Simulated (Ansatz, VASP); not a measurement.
**PtSe: VASP beside Ansatz**

The input POSCAR:

```
PtSe
1.0
    0.0000000000      3.0374472300      3.0374472300
    3.0374472300      0.0000000000      3.0374472300
    3.0374472300      3.0374472300      0.0000000000
Pt Se
1 1
Direct
    0.0000000000      0.0000000000      0.0000000000
    0.2500000000      0.2500000000      0.2500000000
```

Contents of INCAR.step1:

```
PREC     = Accurate       # precision mode
ENCUT    = 600            # plane-wave cutoff, eV
ISMEAR   = -1             # smearing method
SIGMA    = 0.05           # smearing width, eV
LREAL    = F              # projectors in reciprocal space
LASPH    = T              # aspherical terms in the spheres
NELM     = 80             # most SCF steps
GGA      = PE             # functional
ALGO     = Normal         # electronic algorithm
EDIFF    = 1E-4           # SCF threshold, eV
LWAVE    = T              # write WAVECAR
LCHARG   = F              # write CHGCAR
```

File INCAR.step2:

```
PREC     = Accurate       # precision mode
ENCUT    = 600            # plane-wave cutoff, eV
EDIFF    = 1E-6           # SCF threshold, eV
ISMEAR   = -1             # smearing method
SIGMA    = 0.05           # smearing width, eV
LREAL    = F              # projectors in reciprocal space
LASPH    = T              # aspherical terms in the spheres
NELM     = 80             # most SCF steps
ALGO     = Normal         # electronic algorithm
ISIF     = 3              # what is computed and relaxed
LWAVE    = F              # write WAVECAR
LCHARG   = F              # write CHGCAR
METAGGA  = R2SCAN         # meta-GGA
LMIXTAU  = T            
IVDW     = 12             # dispersion correction
VDW_S6   = 1.0          
VDW_S8   = 0.78981345   
VDW_A1   = 0.49484001   
VDW_A2   = 5.73083694   
IBRION   = 2              # ionic algorithm
NSW      = 60             # ionic steps
EDIFFG   = -0.01          # ionic threshold
ISTART   = 1
```

File KPOINTS:

```
Automatic mesh
0
Gamma
  8 8 8
```

input.yaml

```yaml
crystal:
  lattice:
    - [0.0, 3.03744723, 3.03744723]
    - [3.03744723, 0.0, 3.03744723]
    - [3.03744723, 3.03744723, 0.0]
  atoms:
    - { symbol: Pt, position: [0.0, 0.0, 0.0] }
    - { symbol: Se, position: [0.25, 0.25, 0.25] }
hamiltonian:
  xc: r2scan
  pseudopotentials: { kind: paw }
  dispersion: d3bj
kpoints:
  mp_grid: { grid: [8, 8, 8] }
scf:
  occupations: { method: fermi_dirac, width: 0.05 }
output:
  forces: true
  stress: true
  eigenvalues: true
relax:
  f_tol: 0.01
  max_steps: 40
  cell: { stress_tol: 0.05 }
```

Alike in both runs: task relaxation of cell and atoms; functional r2SCAN; dispersion D3(BJ); k mesh 8 × 8 × 8; occupations fermi-dirac, width 0.05 eV; no spin polarisation.

|  | VASP | Ansatz |
| --- | --- | --- |
| version | VASP 6.6.1 | Ansatz 0.2.0 |
| potentials or method | VASP PAW PBE potentials, release 64 (Pt, Se) | Ansatz PAW |
| plane-wave cutoff (eV) | 600 | 500 |
| valence electrons in the cell | 16 | 34 |

Ansatz gave:

```
gap on the k mesh at the Fermi level, each at its own relaxed structure (eV) : none
relaxed volume (Å³/atom)                                                     : 22.15
relaxed cell length with the largest relative difference (Å)                 : 3.972
```

Problem. What did VASP give for the same quantities?

Solution. gap on the k mesh at the Fermi level, each at its own relaxed structure (eV): none; relaxed volume (Å³/atom): 22.15; relaxed cell length with the largest relative difference (Å): 3.971.

VASP's potentials were made for PBE, not for r2SCAN. A gap of «none» marks a metal or a gap that the smearing closes. VASP's potentials hold 16 valence electrons a cell and Ansatz's 34, so a difference there can come from the potentials and not from the codes.

Spin-orbit coupling is off throughout. Noted on VASP's run: the volume moved by over 15 % at a fixed basis, so the end points are rough. Noted on Ansatz's run: the volume moved by over 15 % at a fixed basis, so the end points are rough; the plane-wave basis is chosen anew once the cell has moved, so the energies of steps on either side of that aren't comparable.
